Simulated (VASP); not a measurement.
# NbCd3 in VASP: a series of runs

NbCd3 is run at these levels: LDA; tasks: single point.

All numbers are computed with VASP 6.6.1; they aren't measurements. Logs are shortened: lines on timing, memory, paths and dates and some standing lists are left out, and cuts for length are marked.

**1. The cell of the first run**

The structure is trigonal, space group R-3m (No. 166). The conventional cell has a = 6.021 Å, b = 6.021 Å, c = 7.155 Å, α = 90.00°, β = 90.00°, γ = 120.00°. Within 3.9 Å of Nb (site symmetry -3m) lie 12 Cd at 2.95 to 3.01 Å. Cd (site symmetry 2/m) has 8 Cd at 2.95 to 3.01 Å and 4 Nb at 2.95 to 3.01 Å within 3.9 Å.

**2. Single point, LDA (equal xy, yz and zx shear strains of -2 %)**

File INCAR:

```
PREC = Accurate ; ENCUT = 520
EDIFF = 1E-7 ; ISMEAR = -1
SIGMA = 0.08 ; LREAL = False
LASPH = True ; NELM = 100
ALGO = Normal ; ISIF = 2
LWAVE = False ; LCHARG = True
GGA = CA ; LELF = True
LVHAR = True ; NBANDS = 32
```

File KPOINTS:

```
Automatic mesh
0
Gamma
  9 9 9
```

File POSCAR:

```
NbCd3
1.0
    4.2150000000     -0.0421500000     -0.0421500000
   -0.0421500000      4.2150000000     -0.0421500000
   -0.0421500000     -0.0421500000      4.2150000000
Nb Cd
1 3
Direct
    0.0000000000      0.0000000000      0.0000000000
    0.0000000000      0.5000000000      0.5000000000
    0.5000000000      0.0000000000      0.5000000000
    0.5000000000      0.5000000000      0.0000000000
```

Potentials or basis: VASP PAW LDA potentials, release 64 (Nb_sv, Cd).

Started as:

```sh
cat potpaw_LDA.64/Nb_sv/POTCAR potpaw_LDA.64/Cd/POTCAR > POTCAR
mpirun -np 1 vasp_std > vasp.out
```

OUTCAR:

```text
PREC = Accurate
   ENCUT = 520
   EDIFF = 1E-7
   ISMEAR = -1
   LREAL = False
   LASPH = True
   NELM = 100
   ISIF = 2
   GGA = CA

 ion  position               nearest neighbor table
   1  0.000  0.000  0.000-   4 2.95   4 2.95   2 2.95   2 2.95   3 2.95   3 2.95   4 3.01   2 3.01
                             3 3.01   4 3.01   3 3.01   2 3.01
   2  0.000  0.500  0.500-   3 2.95   3 2.95   4 2.95   1 2.95   4 2.95   1 2.95   3 3.01   1 3.01
                             3 3.01   4 3.01   4 3.01   1 3.01
   3  0.500  0.000  0.500-   2 2.95   2 2.95   4 2.95   4 2.95   1 2.95   1 2.95   4 3.01   1 3.01
                             1 3.01   2 3.01   4 3.01   2 3.01
   4  0.500  0.500  0.000-   1 2.95   1 2.95   3 2.95   3 2.95   2 2.95   2 2.95   3 3.01   2 3.01
                             1 3.01   2 3.01   3 3.01   1 3.01

  LATTYP: Found a trigonal (rhomboedric) cell.
 ALAT       =     4.2154214789
 COS(alpha) =    -0.0198960208

  Lattice vectors:

 A1 = (   4.2150000000,  -0.0421500000,  -0.0421500000)
 A2 = (  -0.0421500000,   4.2150000000,  -0.0421500000)
 A3 = (  -0.0421500000,  -0.0421500000,   4.2150000000)

Analysis of symmetry for initial positions (statically):
=====================================================================
 Subroutine PRICEL returns:
 Original cell was already a primitive cell.

 Routine SETGRP: Setting up the symmetry group for a
 trigonal (rhombohedral) supercell.

 Subroutine GETGRP returns: Found 12 space group operations
 (whereof 12 operations were pure point group operations)
 out of a pool of 12 trial point group operations.

The static configuration has the point symmetry D_3d.

Analysis of symmetry for dynamics (positions and initial velocities):
=====================================================================
 Subroutine PRICEL returns:
 Original cell was already a primitive cell.

 Routine SETGRP: Setting up the symmetry group for a
 trigonal (rhombohedral) supercell.

 Subroutine GETGRP returns: Found 12 space group operations
 (whereof 12 operations were pure point group operations)
 out of a pool of 12 trial point group operations.

The dynamic configuration has the point symmetry D_3d.

 Subroutine INISYM returns: Found 12 space group operations
 (whereof 12 operations are pure point group operations),
 and found     1 'primitive' translations

[... 96 lines left out ...]
   ENCUT  =  520.0 eV  38.22 Ry    6.18 a.u.   7.84  7.84  7.84*2*pi/ulx,y,z
   NELM   =    100;   NELMIN=  2; NELMDL= -5     # of ELM steps
   EDIFF  = 0.1E-06   stopping-criterion for ELM
   LREAL  =      F    real-space projection
   EDIFFG = 0.1E-05   stopping-criterion for IOM
   NSW    =      0    number of steps for IOM
   IBRION =     -1    ionic relax: 0-MD 1-quasi-New 2-CG
   NFREE  =      0    steps in history (QN), initial steepest desc. (CG)
   ISIF   =      2    stress and relaxation
   ISYM   =      2    0-nonsym 1-usesym 2-fastsym
   POTIM  = 0.5000    time-step for ionic-motion
   TEBEG  =    0.0;   TEEND  =   0.0 temperature during run
   PSTRESS=    0.0 pullay stress
   NELECT =      49.0000    total number of electrons
   NUPDOWN=      -1.0000    fix difference up-down
   EMIN   =  10.00;   EMAX   =-10.00  energy-range for DOS
   EFERMI =   0.00;   METHOD = LEGACY
   ISMEAR =    -1;   SIGMA  =   0.08  broadening in eV -4-tet -1-fermi 0-gaus
   EFERMI_NEDOS =   21; number of points for ismear=-14 and -15
   IALGO  =     38    algorithm
   IMIX   =      4    mixing-type and parameters
     AMIX     =   0.40;   BMIX     =  1.00
     AMIX_MAG =   1.60;   BMIX_MAG =  1.00
  volume/ion in A,a.u.               =      18.72       126.30
  Fermi-wavevector in a.u.,A,eV,Ry     =   1.421411  2.686077 27.489336  2.020409
  Thomas-Fermi vector in A             =   2.542224
   LORBIT       =      0    0 simple, 1 ext, 2 COOP (PROOUT), +10 PAW based schemes
   GGA     = CA    functional components
   LHFCALC =     F    Hartree Fock is set to
   AEXX    =    0.0000 exact exchange contribution
   IVDW    =     0    specifies the selected vdW correction
   LEPSILON=     F    determine dielectric tensor
   LRPA    =     F    only Hartree local field effects (RPA)
 non-spin polarized calculation
  energy-cutoff  :      520.00
  volume of cell :       74.86
 maximum number of plane-waves:      2032
   NGX = 15   NGY = 15   NGZ = 15

 number of electron      49.0000036 magnetization

 Free energy of the ion-electron system (eV)
  ---------------------------------------------------
  ext. energy  EPLUGINS =         0.00000000
  ---------------------------------------------------
  free energy    TOTEN  =       -15.48154152 eV

  energy without entropy =      -15.44800247  energy(sigma->0) =      -15.46477200

 E-fermi :   5.0537     XC(G=0): -12.2609

 val. band max:        5.0190365679   @ k =  -0.4444   0.3333   0.0000
 cond. band min:       5.0575602634   @ k =   0.3333   0.3333   0.0000
 fundamental gap:      0.0385236955
 Fermi energy:         5.0537451932

 k-point     1 :       0.0000    0.0000    0.0000
  band No.  band energies     occupation
      1     -49.5276      2.00000
      2     -25.7590      2.00000
      3     -25.7590      2.00000
      4     -25.7376      2.00000
      5      -4.6497      2.00000
      6      -4.4267      2.00000
[... 829 lines left out ...]
     31      11.5237      0.00000
     32      12.7511      0.00000

 [... further k-points ...]

------------------------ aborting loop because EDIFF is reached ----------------------------------------

  FORCE on cell =-STRESS in cart. coord.  units (eV):
  Direction    XX          YY          ZZ          XY          YZ          ZX
  --------------------------------------------------------------------------------------
  -------------------------------------------------------------------------------------
  Total       -0.7142165     -0.7142165     -0.7142165      0.6724382      0.6724382      0.6724382
  in kB      -15.2854731    -15.2854731    -15.2854731     14.3913453     14.3913453     14.3913453
  external PRESSURE =     -15.2854731 kB  Pullay stress =       0.0000000 kB

 VOLUME and BASIS-vectors are now :
 -----------------------------------------------------------------------------
  energy-cutoff  :      520.00
  volume of cell :       74.86
      direct lattice vectors                 reciprocal lattice vectors
     4.215000000 -0.042150000 -0.042150000     0.237295863  0.002396928  0.002396928
    -0.042150000  4.215000000 -0.042150000     0.002396928  0.237295863  0.002396928
    -0.042150000 -0.042150000  4.215000000     0.002396928  0.002396928  0.237295863

 POSITION                                       TOTAL-FORCE (eV/Angst)
 -----------------------------------------------------------------------------------
      0.00000      0.00000      0.00000         0.000000     -0.000000     -0.000000
     -0.04215      2.08642      2.08642         0.000000      0.000000      0.000000
      2.08642     -0.04215      2.08642        -0.000000     -0.000000     -0.000000
      2.08642      2.08642     -0.04215         0.000000     -0.000000     -0.000000
 -----------------------------------------------------------------------------------
    total drift:                                0.000000     -0.000000     -0.000000

  FREE ENERGIE OF THE ION-ELECTRON SYSTEM (eV)
  ---------------------------------------------------
  free  energy   TOTEN  =       -15.4815415233 eV

  energy  without entropy=      -15.4480024735  energy(sigma->0) =      -15.46477200
```

stdout:

```text
POSCAR found type information on POSCAR NbCd
 POSCAR found :  2 types and       4 ions
 scaLAPACK will be used
 LDA part: xc-table for (Slater(with rela. corr.)+CA(PZ))
 , standard interpolation
 POSCAR, INCAR and KPOINTS ok, starting setup
 FFT: planning ... GRIDC
 FFT: planning ... GRID_SOFT
 FFT: planning ... GRID
 WAVECAR not read
 entering main loop
```

Wall time 2.3 min (1 thread of AMD EPYC 7R13 (Zen 3), shared host); peak memory 0.25 GiB.

Results:

- Free energy: -15.4815 eV
- Pressure: -1.5 GPa
- Band gap on the k mesh: zero (an odd number of electrons rules out a gap without spin polarisation)

Stress tensor (GPa, compression positive):
```
-1.53  1.44  1.44
 1.44 -1.53  1.44
 1.44  1.44 -1.53
```

Levels at points of the mesh, in eV from the Fermi level:
| k point | band 21 | band 22 | band 23 | band 24 | band 25 | band 26 | band 27 | band 28 |
| --- | --- | --- | --- | --- | --- | --- | --- | --- |
| (0.00, 0.00, 0.00) | -0.94 | -0.94 | 0.16 | 0.16 | 0.28 | 1.29 | 1.29 | 1.29 |

Caveat: the cell differs from its parent crystal (equal xy, yz and zx shear strains of -2 %).

**3. Single point, LDA (17.60 Å³/atom)**

This run uses another cell than the first one, of 17.60 Å³/atom.

File INCAR:

```
SYSTEM = NbCd3
PREC = Accurate
ENCUT = 520
EDIFF = 1E-7
ISMEAR = -1
SIGMA = 0.08
LREAL = .FALSE.
LASPH = .TRUE.
NELM = 60
ALGO = Normal
ISIF = 2
LWAVE = .FALSE.
LCHARG = .FALSE.
NBANDS = 32
```

File KPOINTS:

```
Automatic mesh
0
G
  9 9 9
  0 0 0
```

File POSCAR:

```
NbCd3
1.0
    4.1289554482      0.0000000000      0.0000000000
    0.0000000000      4.1289554482      0.0000000000
    0.0000000000      0.0000000000      4.1289554482
Nb Cd
1 3
Direct
    0.0000000000      0.0000000000      0.0000000000
    0.0000000000      0.5000000000      0.5000000000
    0.5000000000      0.0000000000      0.5000000000
    0.5000000000      0.5000000000      0.0000000000
```

Potentials or basis: VASP PAW LDA potentials, release 64 (Nb_sv, Cd).

Started as:

```sh
cat potpaw_LDA.64/Nb_sv/POTCAR potpaw_LDA.64/Cd/POTCAR > POTCAR
mpirun -np 1 vasp_std > vasp.out
```

Run time: 49 s. Hardware: 1 thread of Intel Xeon Platinum 8259CL at 2.50GHz (Skylake/Cascade Lake), shared host; peak memory 0.19 GiB.

Results (log left out):

```
Free energy            : -15.4390 eV
Pressure               : 6.6 GPa
Band gap on the k mesh : zero (an odd number of electrons rules out a gap without spin polarisation)
```

Levels at points of the mesh, in eV from the Fermi level:
| k point | band 21 | band 22 | band 23 | band 24 | band 25 | band 26 | band 27 | band 28 |
| --- | --- | --- | --- | --- | --- | --- | --- | --- |
| (0.00, 0.00, 0.00) | -0.91 | -0.91 | 0.17 | 0.17 | 0.17 | 1.44 | 1.44 | 1.44 |

Caveat: the cell stands under pressure.

The gap in the log of VASP goes by the Fermi energy; the results here count the filled bands.